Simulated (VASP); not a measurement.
Crystal: Al.

```xyz
1
Lattice="0.0000 2.0250 2.0250 2.0250 0.0000 2.0250 2.0250 2.0250 0.0000" Properties=species:S:1:pos:R:3 pbc="T T T"
Al    0.0000    0.0000    0.0000
```

- Program: VASP 6.6.1
- Task: relaxation of cell and atoms
- Functional: LDA
- Potentials or basis: VASP PAW LDA potentials, release 64 (Al)
- Cutoff: 600 eV
- k mesh: 34 × 34 × 34
- Occupations: gaussian, width 0.1 eV
- Spin: no spin polarisation

At the start: pressure -3.7 GPa; volume 16.61 Å³/atom.

Q: How do energy, volume and symmetry change on relaxing?

A: Over 3 steps the energy falls by 9.6 meV/atom and the volume is 15.81 Å³/atom (-4.8 %); space group Fm-3m (No. 225, to 0.1 Å) before and after.

The path:
| step | energy change (eV) | largest force (eV/Å) | pressure (GPa) | volume (Å³) |
| --- | --- | --- | --- | --- |
| 1 | 0.0000 | 0.0000 | -3.69 | 16.61 |
| 2 | -0.0095 | 0.0000 | 0.56 | 15.71 |
| 3 | -0.0096 | 0.0000 | 0.00 | 15.81 |

Final structure:
```
CELL_PARAMETERS angstrom
0.00000 1.99195 1.99195
1.99195 0.00000 1.99195
1.99195 1.99195 0.00000
ATOMIC_POSITIONS crystal
Al 0.00000 0.00000 0.00000
```
